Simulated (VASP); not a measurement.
Runs of VASP 6.6.1 on BP. The structure is that of space group F-43m (No. 216), or close to it. The cells are those of the table. 

```tsv
task	level	cell	k mesh	gap on the mesh (eV)	pressure (GPa)
single point	PBE	a = 3.080 Å, angles 60.0°, 2 atoms	6 × 6 × 6	(b)	26.8
single point	PBE	a = 3.112 Å, angles 60.0°, 2 atoms	6 × 6 × 6	1.14	(c)
single point	PBE	a = 3.336 Å, angles 60.0°, 2 atoms	6 × 6 × 6	1.49	-14.5
dielectric tensor	r2SCAN	a = 3.112 Å, angles 60.0°, 2 atoms	8 × 8 × 8	1.35	-
single point	PBE	a = 3.272 Å, angles 60.0°, 2 atoms	6 × 6 × 6	1.44	-7.7
single point	PBE	a = 3.240 Å, angles 60.0°, 2 atoms	6 × 6 × 6	(a)	-3.5
single point	PBE	a = 3.176 Å, angles 60.0°, 2 atoms	6 × 6 × 6	(d)	6.5
single point	PBE	a = 3.304 Å, angles 60.0°, 2 atoms	6 × 6 × 6	1.47	-11.3
```

Alike in all rows: potentials or basis VASP PAW PBE potentials, release 64 (B, P); no spin polarisation; cutoff (eV) 520; smearing gaussian 0.01 eV.

Task: Estimate the missing entries.

Result: (a) 1.39; (b) 1.07; (c) 19.2; (d) 1.27.

Caveats: the PAW data sets were made with another functional, which shifts forces and pressure a little (some runs).

A k mesh can miss the band edges.
